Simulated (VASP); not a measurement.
Here is a VASP 6.6.1 calculation.

POSCAR

```
AgCl
1.0
    0.0000000000      2.7350000000      2.7350000000
    2.7350000000      0.0000000000      2.7350000000
    2.7350000000      2.7350000000      0.0000000000
Ag Cl
1 1
Direct
    0.0000000000      0.0000000000      0.0000000000
    0.5000000000      0.5000000000      0.5000000000
```

File INCAR.step1:

```
SYSTEM = AgCl
PREC = Accurate
ENCUT = 520
EDIFF = 1E-5
ISMEAR = 0
SIGMA = 0.02
LREAL = .False.
LASPH = .True.
NELM = 60
ALGO = Normal
ISIF = 2
LWAVE = .True.
LCHARG = .False.
LMAXMIX = 4
NBANDS = 16
GGA = PE
KPAR = 4
```

Contents of INCAR.step2:

```
SYSTEM = AgCl
PREC = Accurate
ENCUT = 520
EDIFF = 1E-7
ISMEAR = 0
SIGMA = 0.02
LREAL = .False.
LASPH = .True.
NELM = 60
ALGO = Normal
ISIF = 2
LWAVE = .False.
LCHARG = .False.
LMAXMIX = 4
GGA = PE
LHFCALC = .True.
HFSCREEN = 0.2
PRECFOCK = Fast
NBANDS = 16
ISTART = 1
KPAR = 4
```

The input KPOINTS:

```
regular mesh
0
Gamma
  6 6 6
  0 0 0
```

Contents of KPOINTS_OPT:

```
path GXWKGLUWLK,UX
8
line-mode
reciprocal
 0.0000000000  0.0000000000  0.0000000000  G
 0.5000000000  0.0000000000  0.5000000000  X

 0.5000000000  0.0000000000  0.5000000000  X
 0.5000000000  0.2500000000  0.7500000000  W

 0.5000000000  0.2500000000  0.7500000000  W
 0.3750000000  0.3750000000  0.7500000000  K

 0.3750000000  0.3750000000  0.7500000000  K
 0.0000000000  0.0000000000  0.0000000000  G

 0.0000000000  0.0000000000  0.0000000000  G
 0.5000000000  0.5000000000  0.5000000000  L

 0.5000000000  0.5000000000  0.5000000000  L
 0.6250000000  0.2500000000  0.6250000000  U

 0.6250000000  0.2500000000  0.6250000000  U
 0.5000000000  0.2500000000  0.7500000000  W

 0.5000000000  0.2500000000  0.7500000000  W
 0.5000000000  0.5000000000  0.5000000000  L

 0.5000000000  0.5000000000  0.5000000000  L
 0.3750000000  0.3750000000  0.7500000000  K

 0.6250000000  0.2500000000  0.6250000000  U
 0.5000000000  0.0000000000  0.5000000000  X
```

Potentials or basis: VASP PAW PBE potentials, release 64 (Ag, Cl).

Command:

```sh
$ cat potpaw_PBE.64/Ag/POTCAR potpaw_PBE.64/Cl/POTCAR > POTCAR
$ cp INCAR.step1 INCAR
$ mpirun -np 4 vasp_std > vasp.out
$ cp INCAR.step2 INCAR
$ mpirun -np 4 vasp_std > vasp.out
```

(1) Predict the pressure.

(2) What does it give for the band gap on the k mesh?

(3) What does it give for the band gap along the path?

Answers

(1) 3.5 GPa.

(2) 2.40 eV (least direct gap 4.83 eV).

(3) 2.40 eV (least direct gap 4.68 eV).

Caveat: the cell stands under pressure; the PAW data sets were made with another functional, which shifts forces and pressure a little.
